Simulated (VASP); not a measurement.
Write the native input for VASP 6.6.1 that does the following.

```yaml
Task: relaxation of cell and atoms
Functional: LDA
Potentials_or_basis: VASP PAW LDA potentials, release 64 (Te)
Cutoff: 600 eV
k_mesh: 11 × 11 × 6
Occupations: fermi-dirac, width 0.1 eV
Spin: no spin polarisation
Dipole_correction: no
Further_INCAR_settings: ALGO = Normal; EDIFF = 1e-06; IBRION = 2; EDIFFG = -0.01; NSW = 80; ISIF = 3
```

The structure of Te lies in POSCAR:

```
Te
1.0
    3.4420649897      0.0000000000      0.0000000000
   -1.7210324948      2.9809157225      0.0000000000
    0.0000000000      0.0000000000      5.6208921281
Te
2
Direct
    0.3333333333      0.6666666667      0.2500000000
    0.6666666667      0.3333333333      0.7500000000
```

This isn't the form of Te at room conditions, which is trigonal, of chains.

The input as run:

INCAR

```
ALGO = Normal
EDIFF = 1E-6
EDIFFG = -0.01
ENCUT = 600
GGA = CA
IBRION = 2
ISIF = 3
ISMEAR = -1
LASPH = T
LCHARG = F
LREAL = F
LWAVE = F
NELM = 100
NSW = 80
PREC = Accurate
SIGMA = 0.1
```

KPOINTS

```
k-points
0
Gamma
  11 11 6
```

Potentials or basis: VASP PAW LDA potentials, release 64 (Te).

Launch:

```bash
$ cat potpaw_LDA.64/Te/POTCAR > POTCAR
$ mpirun -np 1 vasp_std > vasp.out
```

It gave:

```
Relaxed volume                        : 28.87 Å³/atom
Relaxed cell                          : a = 3.888 Å, b = 3.888 Å, c = 4.409 Å, α = 90.00°, β = 90.00°, γ = 120.00°
Space group after relaxing (to 0.1 Å) : P6_3/mmc (No. 194)
Energy gained by relaxing             : 222.7 meV/atom
Ionic steps                           : 25
Pressure after relaxing               : 0.0 GPa
Band gap on the k mesh                : zero (bands 6 and 7 overlap by 2.51 eV)
```

Caveat: a cell axis changed by over 15 % at a fixed basis, so the end point is rough; spin-orbit coupling is left out, which moves the levels of the heavy elements.

It took 5.1 min on 1 thread of Intel(R) Xeon(R) Platinum 8488C (Sapphire Rapids) (shared host), peak memory 0.19 GiB.
